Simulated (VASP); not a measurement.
Runs of VASP 6.6.1 on AgCl. The structure is that of space group P6_3/mmc (No. 194), or close to it. The cells are those of the table. 

| level | cell | smearing | gap on the mesh (eV) | pressure (GPa) |
| --- | --- | --- | --- | --- |
| PBE | a = 4.519, b = 4.573, c = 5.723 Å, angles 90.0, 90.0, 121.2°, 4 atoms | fermi-dirac 0.02 eV | 1.36 | 1.1 |
| r2SCAN | a = 4.452, b = 4.452, c = 5.639 Å, angles 90.0, 90.0, 120.0°, 4 atoms | gaussian 0.01 eV | 1.74 | (a) |
| PBE | a = 4.452, b = 4.452, c = 5.639 Å, angles 90.0, 90.0, 120.0°, 4 atoms | fermi-dirac 0.02 eV | 1.34 | 3.1 |
| r2SCAN | a = 4.519, b = 4.573, c = 5.723 Å, angles 90.0, 90.0, 121.2°, 4 atoms | gaussian 0.01 eV | (c) | (b) |

Alike in all rows: task single point; potentials or basis VASP PAW PBE potentials, release 64 (Ag, Cl); no spin polarisation; k mesh 6 × 6 × 4; cutoff (eV) 520.

Problem. Estimate the missing entries.

Solution. (a) 1.9; (b) -0.1; (c) 1.75.

Caveats: the PAW data sets were made with another functional, which shifts forces and pressure a little (some runs).

A k mesh can miss the band edges, and the runs leave out spin-orbit coupling on Ag.
